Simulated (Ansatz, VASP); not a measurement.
One calculation of GaAs, two programs

```xyz
2
Lattice="0.0000 2.8331 2.8331 2.8331 0.0000 2.8331 2.8331 2.8331 0.0000" Properties=species:S:1:pos:R:3 pbc="T T T"
Ga    0.0000    0.0000    0.0000
As    1.4165    1.4165    1.4165
```

Alike in both runs: task single point; functional PBE-based global hybrid; k mesh 4 × 4 × 4; no spin polarisation.

```csv
,VASP,Ansatz
version,VASP 6.6.1,Ansatz 0.2.0
potentials or method,"VASP PAW PBE potentials, release 64 (Ga_d, As)",plane waves
plane-wave cutoff (eV),520,420
occupations,"gaussian, width 0.01 eV",fixed
valence electrons in the cell,18,28
```

|  | VASP | Ansatz | Ansatz less VASP |
| --- | --- | --- | --- |
| gap on the k mesh at the Fermi level (eV) | 5.74 | 5.56 | -0.183 |
| pressure (GPa) | -4.4 | -3.1 | +1.26 |

VASP's potentials were made for PBE, not for PBE-based global hybrid. VASP's potentials hold 18 valence electrons a cell and Ansatz's 28, so a difference there can come from the potentials and not from the codes. Ansatz's warnings: stress exchange threshold loose, stress scf threshold loose.

The k mesh is coarse, so the values compare programs but aren't converged.
